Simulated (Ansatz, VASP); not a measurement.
**One calculation of Mg2Si3N3, two programs**

```xyz
8
Lattice="2.7887 1.6101 4.6122 -2.7887 1.6101 4.6122 0.0000 -3.2201 4.6122" Properties=species:S:1:pos:R:3 pbc="T T T"
Mg    0.0000    0.0000    4.3870
Mg    0.0000    0.0000    9.4495
Si    0.0000   -1.6101    2.3061
Si    1.3943    0.8050    2.3061
Si   -1.3943    0.8050    2.3061
N     0.0000    0.0000    7.4985
N     0.0000    0.0000    6.3379
N     0.0000    0.0000    0.0000
```

Alike in both runs: functional PBE; k mesh 4 × 4 × 4; occupations gaussian, width 0.2 eV; no spin polarisation.

Ansatz relaxed the structure, and its values are those at the end. VASP's run is a single point on that final structure, the one shown.

|  | VASP | Ansatz |
| --- | --- | --- |
| version | VASP 6.6.1 | Ansatz 0.2.0 |
| potentials or method | VASP PAW PBE potentials, release 64 (Mg_sv, Si, N), cutoff 840 eV | scalar-relativistic, plane waves, PAW |
| valence electrons in the cell | 47 | 47 |

Ansatz gave:

| Quantity | Value |
| --- | --- |
| gap on the k mesh at the Fermi level (eV) | none |
| pressure (GPa) | 0.0 |
| rms of the force components (eV/Å) | 0.007 |

Q: Estimate VASP's values.

A: gap on the k mesh at the Fermi level (eV): none; pressure (GPa): 0.2; rms of the force components (eV/Å): 0.199.

A gap of «none» marks a metal or a gap that the smearing closes. One of these differences is far larger than is usual between the two programs; its cause wasn't traced.

Noted on VASP's run: the standard files for N, O and F lose accuracy on very short bonds.
